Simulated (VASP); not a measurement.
# IrO2 (P4_2/mnm) in VASP: single point with PBEsol

Aim: the single point of IrO2 with PBEsol.

Program: VASP 6.6.1. These are calculated values, not measurements. Logs are shortened: lines on timing, memory, paths and dates and some standing lists are left out, and cuts for length are marked.

### 1 The cell of the first run

The structure is tetragonal, space group P4_2/mnm (No. 136). Conventional cell: a = 4.505 Å, b = 4.505 Å, c = 3.159 Å, α = 90.00°, β = 90.00°, γ = 90.00°. Within 2.6 Å of Ir (site symmetry mmm) lie 6 O at 1.96 to 2.00 Å. Within 2.6 Å of O (site symmetry m2m) lie 3 Ir at 1.96 to 2.00 Å and 1 O at 2.45 Å.

### 2 Single point, PBEsol, collinear spin

The input, INCAR:

```
ALGO = Normal
EDIFF = 1E-6
ENCUT = 600
GGA = PS
GGA_COMPAT = F
ISIF = 2
ISMEAR = -1
ISPIN = 2
LASPH = T
LCHARG = F
LMAXMIX = 4
LORBIT = 11
LREAL = F
LWAVE = F
MAGMOM = 0.5 0.5 0 0 0 0
NBANDS = 34
NELM = 200
PREC = Accurate
SIGMA = 0.02
```

The input, KPOINTS:

```
k-points
0
Gamma
  5 5 7
```

The input, POSCAR:

```
IrO2
1.0
    4.5051000000      0.0000000000      0.0000000000
    0.0000000000      4.5051000000      0.0000000000
    0.0000000000      0.0000000000      3.1586000000
Ir O
2 4
Direct
    0.0000000000      0.0000000000      0.0000000000
    0.5000000000      0.5000000000      0.5000000000
    0.3077000000      0.3077000000      0.0000000000
    0.1923000000      0.8077000000      0.5000000000
    0.6923000000      0.6923000000      0.0000000000
    0.8077000000      0.1923000000      0.5000000000
```

Potentials or basis: VASP PAW PBE potentials, release 64 (Ir, O).

Run with:

```console
> cat potpaw_PBE.64/Ir/POTCAR potpaw_PBE.64/O/POTCAR > POTCAR
> mpirun -np 1 vasp_std > vasp.out
```

OUTCAR:

```text
EDIFF = 1E-6
   ENCUT = 600
   GGA = PS
   ISIF = 2
   ISMEAR = -1
   ISPIN = 2
   LASPH = T
   LORBIT = 11
   LREAL = F
   NELM = 200
   PREC = Accurate

 ion  position               nearest neighbor table
   1  0.000  0.000  0.000-   3 1.96   5 1.96   4 2.00   6 2.00   4 2.00   6 2.00
   2  0.500  0.500  0.500-   4 1.96   6 1.96   5 2.00   3 2.00   3 2.00   5 2.00
   3  0.308  0.308  0.000-   1 1.96   2 2.00   2 2.00
   4  0.192  0.808  0.500-   2 1.96   1 2.00   1 2.00
   5  0.692  0.692  0.000-   1 1.96   2 2.00   2 2.00
   6  0.808  0.192  0.500-   2 1.96   1 2.00   1 2.00

  LATTYP: Found a simple tetragonal cell.
 ALAT       =     4.5051000000
 C/A-ratio  =     0.7011165124

  Lattice vectors:

 A1 = (   4.5051000000,   0.0000000000,   0.0000000000)
 A2 = (   0.0000000000,   4.5051000000,   0.0000000000)
 A3 = (   0.0000000000,   0.0000000000,   3.1586000000)

Analysis of symmetry for initial positions (statically):
=====================================================================
 Subroutine PRICEL returns:
 Original cell was already a primitive cell.

 Routine SETGRP: Setting up the symmetry group for a
 simple tetragonal supercell.

 Subroutine GETGRP returns: Found 16 space group operations
 (whereof  8 operations were pure point group operations)
 out of a pool of 16 trial point group operations.

The static configuration has the point symmetry D_2h.
 The point group associated with its full space group is D_4h.

Analysis of symmetry for dynamics (positions and initial velocities):
=====================================================================
 Subroutine PRICEL returns:
 Original cell was already a primitive cell.

 Routine SETGRP: Setting up the symmetry group for a
 simple tetragonal supercell.

 Subroutine GETGRP returns: Found 16 space group operations
 (whereof  8 operations were pure point group operations)
 out of a pool of 16 trial point group operations.

The dynamic configuration has the point symmetry D_2h.
 The point group associated with its full space group is D_4h.

Analysis of structural, dynamic, and magnetic symmetry:
=====================================================================
 Subroutine PRICEL returns:
 Original cell was already a primitive cell.

 Routine SETGRP: Setting up the symmetry group for a
 simple tetragonal supercell.

 Subroutine GETGRP returns: Found 16 space group operations
 (whereof  8 operations were pure point group operations)
 out of a pool of 16 trial point group operations.

The overall configuration has the point symmetry D_2h.
 The point group associated with its full space group is D_4h.

 Subroutine INISYM returns: Found 16 space group operations
 (whereof  8 operations are pure point group operations),
 and found     1 'primitive' translations

----------------------------------------------------------------------------------------

                                     Primitive cell

  volume of cell :      64.1067

  direct lattice vectors                    reciprocal lattice vectors
     4.505100000  0.000000000  0.000000000     0.221970655  0.000000000  0.000000000
     0.000000000  4.505100000  0.000000000     0.000000000  0.221970655  0.000000000
     0.000000000  0.000000000  3.158600000     0.000000000  0.000000000  0.316595960

  length of vectors
     4.505100000  4.505100000  3.158600000     0.221970655  0.221970655  0.316595960

  position of ions in fractional coordinates (direct lattice)
     0.000000000  0.000000000  0.000000000
     0.500000000  0.500000000  0.500000000
     0.307700000  0.307700000  0.000000000
     0.192300000  0.807700000  0.500000000
     0.692300000  0.692300000  0.000000000
     0.807700000  0.192300000  0.500000000

  ion indices of the primitive-cell ions
   primitive index   ion index
                 1           1
                 2           2
                 3           3
                 4           4
                 5           5
                 6           6

----------------------------------------------------------------------------------------

 KPOINTS: k-points

Automatic generation of k-mesh.
 Grid dimensions read from file:
 generate k-points for:    5    5    7

 Generating k-lattice:

  Cartesian coordinates                     Fractional coordinates (reciprocal lattice)
     0.044394131  0.000000000  0.000000000     0.200000000  0.000000000  0.000000000
     0.000000000  0.044394131  0.000000000     0.000000000  0.200000000  0.000000000
     0.000000000  0.000000000  0.045227994     0.000000000  0.000000000  0.142857143

  Length of vectors
     0.044394131  0.044394131  0.045227994

  Shift w.r.t. Gamma in fractional coordinates (k-lattice)
     0.000000000  0.000000000  0.000000000

 Subroutine IBZKPT returns following result:
 ===========================================

 Found     24 irreducible k-points:

 Following reciprocal coordinates:
            Coordinates               Weight
  0.000000  0.000000  0.000000      1.000000
  0.200000  0.000000  0.000000      4.000000
  0.400000  0.000000  0.000000      4.000000
  0.200000  0.200000  0.000000      4.000000
  0.400000  0.200000  0.000000      8.000000
  0.400000  0.400000  0.000000      4.000000
[... 16 lines left out ...]
  0.400000  0.200000  0.428571     16.000000
  0.400000  0.400000  0.428571      8.000000
   k-points           NKPTS =     24   k-points in BZ     NKDIM =     24   number of bands    NBANDS=     34
   number of dos      NEDOS =    301   number of ions     NIONS =      6
   total plane-waves  NPLWV =  36288
   dimension x,y,z NGX =    36 NGY =   36 NGZ =   28
   dimension x,y,z NGXF=    72 NGYF=   72 NGZF=   56
   ions per type =               2   4
   NGX,Y,Z   is equivalent  to a cutoff of  13.28, 13.28, 14.74 a.u.
   NGXF,Y,Z  is equivalent  to a cutoff of  26.57, 26.57, 29.47 a.u.
 SYSTEM =  unknown system
   PREC   = accura    normal or accurate (medium, high low for compatibility)
   ISTART =      0    job   : 0-new  1-cont  2-samecut
   ICHARG =      2    charge: 1-file 2-atom 10-const
   ISPIN  =      2    spin polarized calculation?
   LNONCOLLINEAR =      F non collinear calculations
   LSORBIT =      F    spin-orbit coupling
   LASPH  =      T    aspherical Exc in radial PAW
   ENCUT  =  600.0 eV  44.10 Ry    6.64 a.u.   9.00  9.00  6.31*2*pi/ulx,y,z
   NELM   =    200;   NELMIN=  2; NELMDL= -5     # of ELM steps
   EDIFF  = 0.1E-05   stopping-criterion for ELM
   LREAL  =      F    real-space projection
   EDIFFG = 0.1E-04   stopping-criterion for IOM
   NSW    =      0    number of steps for IOM
   IBRION =     -1    ionic relax: 0-MD 1-quasi-New 2-CG
   NFREE  =      0    steps in history (QN), initial steepest desc. (CG)
   ISIF   =      2    stress and relaxation
   ISYM   =      2    0-nonsym 1-usesym 2-fastsym
   POTIM  = 0.5000    time-step for ionic-motion
   TEBEG  =    0.0;   TEEND  =   0.0 temperature during run
   PSTRESS=    0.0 pullay stress
   NELECT =      42.0000    total number of electrons
   NUPDOWN=      -1.0000    fix difference up-down
   EMIN   =  10.00;   EMAX   =-10.00  energy-range for DOS
   EFERMI =   0.00;   METHOD = LEGACY
   ISMEAR =    -1;   SIGMA  =   0.02  broadening in eV -4-tet -1-fermi 0-gaus
   EFERMI_NEDOS =   21; number of points for ismear=-14 and -15
   IALGO  =     38    algorithm
   IMIX   =      4    mixing-type and parameters
     AMIX     =   0.40;   BMIX     =  1.00
     AMIX_MAG =   1.60;   BMIX_MAG =  1.00
  volume/ion in A,a.u.               =      10.68        72.10
  Fermi-wavevector in a.u.,A,eV,Ry     =   1.421860  2.686925 27.506696  2.021685
  Thomas-Fermi vector in A             =   2.542625
   LORBIT       =     11    0 simple, 1 ext, 2 COOP (PROOUT), +10 PAW based schemes
   GGA     = PS    functional components
   LHFCALC =     F    Hartree Fock is set to
   AEXX    =    0.0000 exact exchange contribution
   IVDW    =     0    specifies the selected vdW correction
   LEPSILON=     F    determine dielectric tensor
   LRPA    =     F    only Hartree local field effects (RPA)
 spin polarized calculation
  energy-cutoff  :      600.00
  volume of cell :       64.11
 maximum number of plane-waves:      2154
 NGX is ok and might be reduce to    36
   NGX = 17   NGY = 17   NGZ = 13

 number of electron      41.9999996 magnetization       0.3148679

 Free energy of the ion-electron system (eV)
  ---------------------------------------------------
  ext. energy  EPLUGINS =         0.00000000
  ---------------------------------------------------
  free energy    TOTEN  =       -45.54431323 eV

  energy without entropy =      -45.53806207  energy(sigma->0) =      -45.54118765

 E-fermi :   6.0769     XC(G=0): -12.2609

 val. band max:        6.0671900423   @ k =   0.4000   0.0000   0.2857
 cond. band min:       6.0854810139   @ k =   0.4000   0.2000   0.1429
 fundamental gap:      0.0182909716
 Fermi energy:         6.0769186441

 spin component 1

 k-point     1 :       0.0000    0.0000    0.0000
  band No.  band energies     occupation
      1     -15.1480      1.00000
      2     -13.9134      1.00000
      3     -12.8393      1.00000
      4     -12.8393      1.00000
      5      -3.8829      1.00000
      6      -3.6290      1.00000
[... 25 lines left out ...]
     32      19.0635      0.00000
     33      21.1745      0.00000

 k-point     2 :       0.2000    0.0000    0.0000
  band No.  band energies     occupation
      1     -14.9912      1.00000
      2     -13.9001      1.00000
      3     -13.0379      1.00000
      4     -12.9323      1.00000
      5      -3.4856      1.00000
      6      -3.3254      1.00000
[... 25 lines left out ...]
     32      18.9717      0.00000
     33      20.6139      0.00000
[... 754 lines left out ...]
     32      18.0342      0.00000
     33      19.6403      0.00000

 k-point    24 :       0.4000    0.4000    0.4286
  band No.  band energies     occupation
      1     -13.7177      1.00000
      2     -13.6387      1.00000
      3     -13.4580      1.00000
      4     -13.3847      1.00000
      5      -2.4749      1.00000
      6      -2.3391      1.00000
[... 25 lines left out ...]
     32      17.6984      0.00000
     33      18.8927      0.00000
 Fermi energy:         6.0769186441

 spin component 2

 k-point     1 :       0.0000    0.0000    0.0000
  band No.  band energies     occupation
      1     -15.1056      1.00000
      2     -13.8683      1.00000
      3     -12.7907      1.00000
      4     -12.7907      1.00000
      5      -3.8598      1.00000
      6      -3.6018      1.00000
[... 25 lines left out ...]
     32      19.0925      0.00000
     33      21.1939      0.00000

 k-point     2 :       0.2000    0.0000    0.0000
  band No.  band energies     occupation
      1     -14.9486      1.00000
      2     -13.8551      1.00000
      3     -12.9897      1.00000
      4     -12.8840      1.00000
      5      -3.4621      1.00000
      6      -3.2982      1.00000
[... 25 lines left out ...]
     32      19.0086      0.00000
     33      20.6428      0.00000
[... 754 lines left out ...]
     32      18.0684      0.00000
     33      19.6670      0.00000

 k-point    24 :       0.4000    0.4000    0.4286
  band No.  band energies     occupation
      1     -13.6709      1.00000
      2     -13.5921      1.00000
      3     -13.4104      1.00000
      4     -13.3376      1.00000
      5      -2.4446      1.00000
      6      -2.3127      1.00000
[... 25 lines left out ...]
     32      17.7385      0.00000
     33      18.9143      0.00000
 [bands above 33 left out]

------------------------ aborting loop because EDIFF is reached ----------------------------------------

  FORCE on cell =-STRESS in cart. coord.  units (eV):
  Direction    XX          YY          ZZ          XY          YZ          ZX
  --------------------------------------------------------------------------------------
  -------------------------------------------------------------------------------------
  Total       -0.8059106     -0.8059106     -0.7010225     -0.0000000      0.0000000      0.0000000
  in kB      -20.1415997    -20.1415997    -17.5201990     -0.0000000      0.0000000      0.0000000
  external PRESSURE =     -19.2677994 kB  Pullay stress =       0.0000000 kB

 VOLUME and BASIS-vectors are now :
 -----------------------------------------------------------------------------
  energy-cutoff  :      600.00
  volume of cell :       64.11
      direct lattice vectors                 reciprocal lattice vectors
     4.505100000  0.000000000  0.000000000     0.221970655  0.000000000  0.000000000
     0.000000000  4.505100000  0.000000000     0.000000000  0.221970655  0.000000000
     0.000000000  0.000000000  3.158600000     0.000000000  0.000000000  0.316595960

 POSITION                                       TOTAL-FORCE (eV/Angst)
 -----------------------------------------------------------------------------------
      0.00000      0.00000      0.00000        -0.000000      0.000000     -0.000000
      2.25255      2.25255      1.57930        -0.000000      0.000000     -0.000000
      1.38622      1.38622      0.00000         0.104624      0.104624     -0.000000
      0.86633      3.63877      1.57930        -0.104624      0.104624     -0.000000
      3.11888      3.11888      0.00000        -0.104624     -0.104624      0.000000
      3.63877      0.86633      1.57930         0.104624     -0.104624      0.000000
 -----------------------------------------------------------------------------------
    total drift:                                0.000000     -0.000000     -0.000000

  FREE ENERGIE OF THE ION-ELECTRON SYSTEM (eV)
  ---------------------------------------------------
  free  energy   TOTEN  =       -45.5443132269 eV

  energy  without entropy=      -45.5380620728  energy(sigma->0) =      -45.54118765

 total charge

# of ion       s       p       d       tot
------------------------------------------
    1        0.626   0.834   6.886   8.346
    2        0.626   0.834   6.886   8.346
    3        1.544   3.440   0.000   4.984
    4        1.544   3.440   0.000   4.984
    5        1.544   3.440   0.000   4.984
    6        1.544   3.440   0.000   4.984
--------------------------------------------------
tot          7.427  15.427  13.773  36.627

 magnetization (x)

# of ion       s       p       d       tot
------------------------------------------
    1        0.000   0.000   0.091   0.091
    2        0.000   0.000   0.091   0.091
    3        0.000   0.026   0.000   0.027
    4        0.000   0.026   0.000   0.027
    5        0.000   0.026   0.000   0.027
    6        0.000   0.026   0.000   0.027
--------------------------------------------------
tot          0.002   0.106   0.181   0.289
```

It took 2 min on 1 thread of AMD EPYC 7R43 (Zen 3), shared host; peak memory 0.23 GiB.

What came out:

| Quantity | Value |
| --- | --- |
| Free energy | -45.5443 eV |
| Pressure | -1.9 GPa |
| Largest force | 0.148 eV/Å |
| Net moment | 0.31 μB per cell |
| Site moments | Ir +0.09; O +0.03 μB |
| Valence electrons inside the program's atomic spheres | Ir 8.35; O 4.98 |

Forces on the atoms (eV/Å):
```
Ir   0.000  0.000  0.000
Ir   0.000  0.000  0.000
O    0.105  0.105  0.000
O   -0.105  0.105  0.000
O   -0.105 -0.105  0.000
O    0.105 -0.105  0.000
```

Levels at points of the mesh, in eV from the Fermi level:
Spin up:
| k point | band 18 | band 19 | band 20 | band 21 | band 22 | band 23 | band 24 | band 25 |
| --- | --- | --- | --- | --- | --- | --- | --- | --- |
| (0.00, 0.00, 0.00) | -2.51 | -2.47 | -2.36 | -2.31 | 0.66 | 1.17 | 4.04 | 4.06 |
Spin down:
```tsv
k point	band 18	band 19	band 20	band 21	band 22	band 23	band 24	band 25
(0.00, 0.00, 0.00)	-2.43	-2.36	-2.26	-2.25	0.71	1.29	4.08	4.10
```

Caveat: the PAW data sets were made with another functional, which shifts forces and pressure a little; spin-orbit coupling is left out, which moves the levels of the heavy elements.
